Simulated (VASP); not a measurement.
VO2:

```xyz
6
Lattice="4.4152 0.0000 0.0000 0.0000 4.4152 0.0000 0.0000 0.0000 2.9823" Properties=species:S:1:pos:R:3 pbc="T T T"
V     2.2076    2.2076    1.4912
V     0.0000    0.0000    0.0000
O     0.8846    3.5306    1.4912
O     3.5306    0.8846    1.4912
O     3.0922    3.0922    0.0000
O     1.3230    1.3230    0.0000
```

Base run:

- Program: VASP 6.6.1
- Functional: BLYP
- Dispersion: D3(BJ)
- Potentials or basis: VASP PAW PBE potentials, release 64 (V_sv, O)
- Cutoff: 600 eV
- k mesh: 6 × 6 × 9
- Occupations: fermi-dirac, width 0.05 eV
- Spin: collinear spin, ferromagnetic start
- Starting moments: [2.0, 2.0, 0.0, 0.0, 0.0, 0.0] μB

Its results: band gap on the k mesh zero (filled and empty bands overlap); pressure 4.5 GPa; net moment 2.00 μB per cell; site moments V +1.04; O -0.05 μB; largest force 0.188 eV/Å.

The run is repeated on the same cell with these changes: functional from BLYP to PBE; dispersion from D3(BJ) to none. What comes out?

Band gap on the k mesh zero (filled and empty bands overlap); pressure 6.1 GPa; net moment 2.00 μB per cell; site moments V +1.06; O -0.06 μB; largest force 0.221 eV/Å.

Several settings changed at once.

Caveats: semilocal functionals often make such compounds metallic where correlation or magnetic order opens a gap, which also shifts bond lengths; the stress differs along the axes, from -8 to 11 GPa (at least some runs); the PAW data sets were made with another functional, which shifts forces and pressure a little (at least some runs); the stress differs along the axes, from -7 to 13 GPa (at least some runs).
